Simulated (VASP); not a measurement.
# B (Fd-3m) in VASP: further runs

The runs below take B through relaxation of cell and atoms, single point, with BLYP.

Everything below comes from runs of VASP 6.6.1. Logs are shortened: lines on timing, memory, paths and dates and some standing lists are left out, and cuts for length are marked.

### Step 1. The cell of the first run

The structure is cubic, space group Fd-3m (No. 227). Conventional cell: a = 4.137 Å, b = 4.137 Å, c = 4.137 Å, α = 90.00°, β = 90.00°, γ = 90.00°. Within 2.4 Å of B (site symmetry -43m) lie 4 B at 1.79 Å.

### Step 2. Relaxation of cell and atoms, BLYP

Input file INCAR:

```
SYSTEM = B
PREC = Accurate ; ENCUT = 600
EDIFF = 1E-6 ; ISMEAR = -1
SIGMA = 0.1 ; LREAL = .False.
LASPH = .True. ; NELM = 100
ALGO = Normal ; ISIF = 3
LWAVE = .False. ; LCHARG = .False.
GGA = B5 ; ALDAX = 1.0
AGGAX = 1.0 ; AGGAC = 1.0
ALDAC = 0.0 ; IBRION = 2
NSW = 80 ; EDIFFG = -0.01
```

Input file KPOINTS:

```
Automatic mesh
0
Gamma
  13 13 13
  0 0 0
```

Input file POSCAR:

```
B
1.0
    0.0000000000      2.0683080914      2.0683080914
    2.0683080914      0.0000000000      2.0683080914
    2.0683080914      2.0683080914      0.0000000000
B
2
Direct
    0.1250000000      0.1250000000      0.1250000000
    0.8750000000      0.8750000000      0.8750000000
```

Potentials or basis: VASP PAW PBE potentials, release 64 (B).

Started as:

```sh
> cat potpaw_PBE.64/B/POTCAR > POTCAR
> mpirun -np 1 vasp_std > vasp.out
```

OUTCAR:

```text
SYSTEM = B
   PREC = Accurate
   ENCUT = 600
   EDIFF = 1E-6
   ISMEAR = -1
   LREAL = .False.
   LASPH = .True.
   NELM = 100
   ISIF = 3
   GGA = B5
   IBRION = 2
   NSW = 80
   EDIFFG = -0.01

 ion  position               nearest neighbor table
   1  0.125  0.125  0.125-   2 1.79   2 1.79   2 1.79   2 1.79
   2  0.875  0.875  0.875-   1 1.79   1 1.79   1 1.79   1 1.79

  LATTYP: Found a face centered cubic cell.
 ALAT       =     4.1366161828

  Lattice vectors:

 A1 = (   0.0000000000,   2.0683080914,   2.0683080914)
 A2 = (   2.0683080914,   0.0000000000,   2.0683080914)
 A3 = (   2.0683080914,   2.0683080914,   0.0000000000)

Analysis of symmetry for initial positions (statically):
=====================================================================
 Subroutine PRICEL returns:
 Original cell was already a primitive cell.

 Routine SETGRP: Setting up the symmetry group for a
 face centered cubic supercell.

 Subroutine GETGRP returns: Found 48 space group operations
 (whereof 12 operations were pure point group operations)
 out of a pool of 48 trial point group operations.

The static configuration has the point symmetry D_3d.
 The point group associated with its full space group is O_h .

Analysis of symmetry for dynamics (positions and initial velocities):
=====================================================================
 Subroutine PRICEL returns:
 Original cell was already a primitive cell.

 Routine SETGRP: Setting up the symmetry group for a
 face centered cubic supercell.

 Subroutine GETGRP returns: Found 48 space group operations
 (whereof 12 operations were pure point group operations)
 out of a pool of 48 trial point group operations.

The dynamic configuration has the point symmetry D_3d.
 The point group associated with its full space group is O_h .

 Subroutine INISYM returns: Found 48 space group operations
 (whereof 12 operations are pure point group operations),
 and found     1 'primitive' translations

----------------------------------------------------------------------------------------

                                     Primitive cell

  volume of cell :      17.6960

  direct lattice vectors                    reciprocal lattice vectors
     0.000000000  2.068308091  2.068308091    -0.241743482  0.241743482  0.241743482
     2.068308091  0.000000000  2.068308091     0.241743482 -0.241743482  0.241743482
[... 93 lines left out ...]
   POTIM  = 0.5000    time-step for ionic-motion
   TEBEG  =    0.0;   TEEND  =   0.0 temperature during run
   PSTRESS=    0.0 pullay stress
   NELECT =       6.0000    total number of electrons
   NUPDOWN=      -1.0000    fix difference up-down
   EMIN   =  10.00;   EMAX   =-10.00  energy-range for DOS
   EFERMI =   0.00;   METHOD = LEGACY
   ISMEAR =    -1;   SIGMA  =   0.10  broadening in eV -4-tet -1-fermi 0-gaus
   EFERMI_NEDOS =   21; number of points for ismear=-14 and -15
   IALGO  =     38    algorithm
   IMIX   =      4    mixing-type and parameters
     AMIX     =   0.40;   BMIX     =  1.00
     AMIX_MAG =   1.60;   BMIX_MAG =  1.00
  volume/ion in A,a.u.               =       8.85        59.71
  Fermi-wavevector in a.u.,A,eV,Ry     =   1.141563  2.157242 17.730662  1.303167
  Thomas-Fermi vector in A             =   2.278263
   LORBIT       =      0    0 simple, 1 ext, 2 COOP (PROOUT), +10 PAW based schemes
   GGA     = B5    functional components
   LHFCALC =     F    Hartree Fock is set to
   AEXX    =    0.0000 exact exchange contribution
   IVDW    =     0    specifies the selected vdW correction
   LEPSILON=     F    determine dielectric tensor
   LRPA    =     F    only Hartree local field effects (RPA)
 conjugate gradient relaxation of ions
 non-spin polarized calculation
  energy-cutoff  :      600.00
  volume of cell :       17.70
 maximum number of plane-waves:       609
   NGX = 11   NGY = 11   NGZ = 11

--------------------------------------- Ionic step        1  -------------------------------------------

 number of electron       6.0000000 magnetization

 Free energy of the ion-electron system (eV)
  ---------------------------------------------------
  ext. energy  EPLUGINS =         0.00000000
  ---------------------------------------------------
  free energy    TOTEN  =       -10.42144877 eV

  energy without entropy =      -10.39374378  energy(sigma->0) =      -10.40759628

------------------------ aborting loop because EDIFF is reached ----------------------------------------

  FORCE on cell =-STRESS in cart. coord.  units (eV):
  Direction    XX          YY          ZZ          XY          YZ          ZX
  --------------------------------------------------------------------------------------
  -------------------------------------------------------------------------------------
  Total       -0.6004907     -0.6004907     -0.6004907      0.0000000      0.0000000     -0.0000000
  in kB      -54.3677310    -54.3677310    -54.3677310      0.0000000      0.0000000     -0.0000000
  external PRESSURE =     -54.3677310 kB  Pullay stress =       0.0000000 kB
[... 59 lines left out ...]
--------------------------------------- Ionic step        3  -------------------------------------------

 number of electron       6.0000000 magnetization

 Free energy of the ion-electron system (eV)
  ---------------------------------------------------
  ext. energy  EPLUGINS =         0.00000000
  ---------------------------------------------------
  free energy    TOTEN  =       -10.43212369 eV

  energy without entropy =      -10.40488316  energy(sigma->0) =      -10.41850343

 E-fermi :   3.9228     XC(G=0): -10.3747

 val. band max:        3.8871519463   @ k =  -0.4615   0.1538   0.0000
 cond. band min:       3.9229255550   @ k =   0.4615   0.2308   0.0000
 fundamental gap:      0.0357736086
 Fermi energy:         3.9227724726

 k-point     1 :       0.0000    0.0000    0.0000
  band No.  band energies     occupation
      1      -8.5803      2.00000
      2       7.7382      0.00000
      3       7.7382      0.00000
      4       7.7382      0.00000
      5      12.0114      0.00000
      6      12.0114      0.00000
      7      12.0114      0.00000
[... 221 lines left out ...]
 k-point    24 :       0.4615    0.1538    0.0000
  band No.  band energies     occupation
      1      -4.7116      2.00000
      2      -0.9435      2.00000
      3       4.3137      0.03932
      4       4.6047      0.00218
      5      13.1128      0.00000
      6      15.9408      0.00000
      7      16.8316      0.00000

 [... further k-points ...]
[... 5 lines left out ...]
  --------------------------------------------------------------------------------------
  -------------------------------------------------------------------------------------
  Total       -0.0001823     -0.0001823     -0.0001823      0.0000000      0.0000000     -0.0000000
  in kB       -0.0170950     -0.0170950     -0.0170950      0.0000000      0.0000000     -0.0000000
  external PRESSURE =      -0.0170950 kB  Pullay stress =       0.0000000 kB
[... 17 lines left out ...]
  FREE ENERGIE OF THE ION-ELECTRON SYSTEM (eV)
  ---------------------------------------------------
  free  energy   TOTEN  =       -10.4321236947 eV

  energy  without entropy=      -10.4048831565  energy(sigma->0) =      -10.41850343

 reached required accuracy - stopping structural energy minimisation
```

OSZICAR:

```text
N       E                     dE             d eps       ncg     rms          rms(c)
DAV:   1     0.266738455112E+00    0.26674E+00   -0.30978E+03  1176   0.826E+02
DAV:   2    -0.105260451271E+02   -0.10793E+02   -0.10181E+02  1834   0.919E+01
DAV:   3    -0.106232781236E+02   -0.97233E-01   -0.96991E-01  1379   0.962E+00
[... 15 lines left out ...]
       N       E                     dE             d eps       ncg     rms          rms(c)
DAV:   1    -0.104322547528E+02   -0.77492E-03   -0.10602E-02  1414   0.118E+00    0.634E-02
DAV:   2    -0.104321679441E+02    0.86809E-04   -0.75096E-05  1484   0.812E-02    0.364E-02
DAV:   3    -0.104321237407E+02    0.44203E-04   -0.72972E-05  1379   0.636E-02    0.249E-03
DAV:   4    -0.104321236947E+02    0.45957E-07   -0.22569E-07  1169   0.616E-03
   3 F= -.10432124E+02 E0= -.10418503E+02  d E =-.106749E-01
```

Run time: 27 s. Hardware: 1 thread of Intel Xeon Platinum 8259CL at 2.50GHz (Skylake/Cascade Lake), shared host; peak memory 0.13 GiB.

What came out:

- Free energy: -10.4321 eV
- Relaxed volume: 8.54 Å³/atom
- Relaxed cell: a = 2.891 Å, b = 2.891 Å, c = 2.891 Å, α = 60.00°, β = 60.00°, γ = 60.00°
- Space group after relaxing (to 0.05 Å): Fd-3m (No. 227)
- Energy gained by relaxing: 5.3 meV/atom
- Ionic steps: 3
- Pressure after relaxing: 0.0 GPa
- Band gap on the k mesh: zero (band 3 reaches 7.74 eV, above the bottom of band 4 at 1.54 eV)

Step by step:
```
step  energy change (eV)  largest force (eV/Å)  pressure (GPa)  volume (Å³)
   1              0.0000                0.0000           -5.44        17.70
   2             -0.0100                0.0000            1.45        16.94
   3             -0.0107                0.0000            0.00        17.08
```

Final structure:
```yaml
crystal:
  lattice:
    - [0.00000, 2.04417, 2.04417]
    - [2.04417, 0.00000, 2.04417]
    - [2.04417, 2.04417, 0.00000]
  atoms:
    - { symbol: B, position: [0.12500, 0.12500, 0.12500] }
    - { symbol: B, position: [0.87500, 0.87500, 0.87500] }
```

Caveat: the PAW data sets were made with another functional, which shifts forces and pressure a little.

### Step 3. Single point, BLYP

This run uses another cell than the first one, of 8.54 Å³/atom, 0.965 times its volume.

Input file INCAR:

```
SYSTEM = B
PREC = Accurate
ENCUT = 520
EDIFF = 1E-6
ISMEAR = -1
SIGMA = 0.1
LREAL = .FALSE.
LASPH = .TRUE.
NELM = 100
ALGO = Normal
ISIF = 2
LWAVE = .FALSE.
LCHARG = .FALSE.
GGA = B5
ALDAX = 1.0
AGGAX = 1.0
AGGAC = 1.0
ALDAC = 0.0
NBANDS = 10
```

Input file KPOINTS:

```
Automatic mesh
0
G
  22 22 22
  0 0 0
```

Input file POSCAR:

```
B
1.0
    0.0000000000      2.0441931237      2.0441931237
    2.0441931237      0.0000000000      2.0441931237
    2.0441931237      2.0441931237      0.0000000000
B
2
Direct
    0.1250000000      0.1250000000      0.1250000000
    0.8750000000      0.8750000000      0.8750000000
```

Potentials or basis: VASP PAW PBE potentials, release 64 (B).

Started as:

```sh
> cat potpaw_PBE.64/B/POTCAR > POTCAR
> mpirun -np 1 vasp_std > vasp.out
```

OUTCAR:

```text
SYSTEM = B
   PREC = Accurate
   ENCUT = 520
   EDIFF = 1E-6
   ISMEAR = -1
   LREAL = .FALSE.
   LASPH = .TRUE.
   NELM = 100
   ISIF = 2
   GGA = B5

 ion  position               nearest neighbor table
   1  0.125  0.125  0.125-   2 1.77   2 1.77   2 1.77   2 1.77
   2  0.875  0.875  0.875-   1 1.77   1 1.77   1 1.77   1 1.77

  LATTYP: Found a face centered cubic cell.
 ALAT       =     4.0883862474

  Lattice vectors:

 A1 = (   0.0000000000,   2.0441931237,   2.0441931237)
 A2 = (   2.0441931237,   0.0000000000,   2.0441931237)
 A3 = (   2.0441931237,   2.0441931237,   0.0000000000)

Analysis of symmetry for initial positions (statically):
=====================================================================
 Subroutine PRICEL returns:
 Original cell was already a primitive cell.

 Routine SETGRP: Setting up the symmetry group for a
 face centered cubic supercell.

 Subroutine GETGRP returns: Found 48 space group operations
 (whereof 12 operations were pure point group operations)
 out of a pool of 48 trial point group operations.

The static configuration has the point symmetry D_3d.
 The point group associated with its full space group is O_h .

[... 164 lines left out ...]
 cond. band min:       3.9304887303   @ k =  -0.3182   0.1364   0.0000
 fundamental gap:      0.0099713250
 Fermi energy:         3.9230394056

 k-point     1 :       0.0000    0.0000    0.0000
  band No.  band energies     occupation
      1      -8.5802      2.00000
      2       7.7392      0.00000
      3       7.7392      0.00000
      4       7.7392      0.00000
      5      12.0119      0.00000
      6      12.0119      0.00000
      7      12.0119      0.00000
      8      19.9442      0.00000
      9      22.8111      0.00000
     10      26.8480      0.00000
[... 287 lines left out ...]
 k-point    24 :      -0.4545    0.0455    0.0000
  band No.  band energies     occupation
      1      -4.1741      2.00000
      2      -2.4431      2.00000
      3       5.3080      0.00000
      4       5.4958      0.00000
      5      14.1076      0.00000
      6      14.2112      0.00000
      7      15.6511      0.00000
      8      19.8871      0.00000
      9      24.6953      0.00000
     10      26.7037      0.00000

 [... further k-points ...]
[... 5 lines left out ...]
  --------------------------------------------------------------------------------------
  -------------------------------------------------------------------------------------
  Total       -0.0016816     -0.0016816     -0.0016816     -0.0000000      0.0000000     -0.0000000
  in kB       -0.1576982     -0.1576982     -0.1576982     -0.0000000      0.0000000     -0.0000000
  external PRESSURE =      -0.1576982 kB  Pullay stress =       0.0000000 kB

 VOLUME and BASIS-vectors are now :
 -----------------------------------------------------------------------------
  energy-cutoff  :      520.00
  volume of cell :       17.08
      direct lattice vectors                 reciprocal lattice vectors
     0.000000000  2.044193124  2.044193124    -0.244595285  0.244595285  0.244595285
     2.044193124  0.000000000  2.044193124     0.244595285 -0.244595285  0.244595285
     2.044193124  2.044193124  0.000000000     0.244595285  0.244595285 -0.244595285

 POSITION                                       TOTAL-FORCE (eV/Angst)
 -----------------------------------------------------------------------------------
      0.51105      0.51105      0.51105        -0.000000      0.000000     -0.000000
      3.57734      3.57734      3.57734         0.000000     -0.000000      0.000000
 -----------------------------------------------------------------------------------
    total drift:                                0.000000      0.000000      0.000000

  FREE ENERGIE OF THE ION-ELECTRON SYSTEM (eV)
  ---------------------------------------------------
  free  energy   TOTEN  =       -10.4280842033 eV

  energy  without entropy=      -10.3981054704  energy(sigma->0) =      -10.41309484
```

stdout:

```text
POSCAR found type information on POSCAR B
 POSCAR found :  1 types and       2 ions
 scaLAPACK will be used
 -----------------------------------------------------------------------------
|                                                                             |
|                                                                             |
|     You enforced a specific xc type in the INCAR file but a different       |
|     I HOPE YOU KNOW WHAT YOU ARE DOING!                                     |
|                                                                             |
 -----------------------------------------------------------------------------

 LDA part: xc-table for (Slater(with rela. corr.)+VWN5), standard interpolation
 POSCAR, INCAR and KPOINTS ok, starting setup
 FFT: planning ... GRIDC
 FFT: planning ... GRID_SOFT
 FFT: planning ... GRID
 WAVECAR not read
 entering main loop
```

It took 40 s on 1 thread of Intel Xeon Platinum 8259CL at 2.50GHz (Skylake/Cascade Lake), shared host; peak memory 0.16 GiB.

Results:

```yaml
Free_energy: -10.4281 eV
Pressure: 0.0 GPa
Band_gap_on_the_k_mesh: zero (band 3 reaches 7.74 eV, above the bottom of band 4 at 1.05 eV)
```

Caveat: the PAW data sets were made with another functional, which shifts forces and pressure a little.
